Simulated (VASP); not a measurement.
Set up this calculation in VASP 6.6.1, as the native input.

```
Task                   : single point
Functional             : PBE
Potentials or basis    : VASP PAW PBE potentials, release 64 (Cu)
Cutoff                 : 520 eV
k mesh                 : 53 × 53 × 53
Occupations            : fermi-dirac, width 0.0612256 eV
Spin                   : no spin polarisation
Dipole correction      : no
Further INCAR settings : ALGO = Normal; EDIFF = 1e-06; NBANDS = 12
```

The structure of Cu lies in POSCAR:

```
Cu
1.0
   -1.4327770460      1.4327770460      1.4327770460
    1.4327770460     -1.4327770460      1.4327770460
    1.4327770460      1.4327770460     -1.4327770460
Cu
1
Direct
    0.0000000000      0.0000000000      0.0000000000
```

One way to write it, as run:

INCAR

```
SYSTEM = Cu
ALGO = Normal ; EDIFF = 1E-6
ENCUT = 520 ; GGA = PE
ISIF = 2 ; ISMEAR = -1
LASPH = .TRUE. ; LCHARG = .FALSE.
LREAL = .FALSE. ; LWAVE = .FALSE.
NBANDS = 12 ; NELM = 80
PREC = Accurate ; SIGMA = 0.06122561905347299
```

KPOINTS

```
k-points
0
G
  53 53 53
  0 0 0
```

Potentials or basis: VASP PAW PBE potentials, release 64 (Cu).

Launch:

```bash
$ cat potpaw_PBE.64/Cu/POTCAR > POTCAR
$ mpirun -np 1 vasp_std > vasp.out
```

It gave:

```json
{"Pressure": "3.5 GPa"}
```

Wall time 5.3 min on 1 thread of Oxide Virtual Turin-like Processor, with other jobs on the host, peak memory 0.52 GiB.
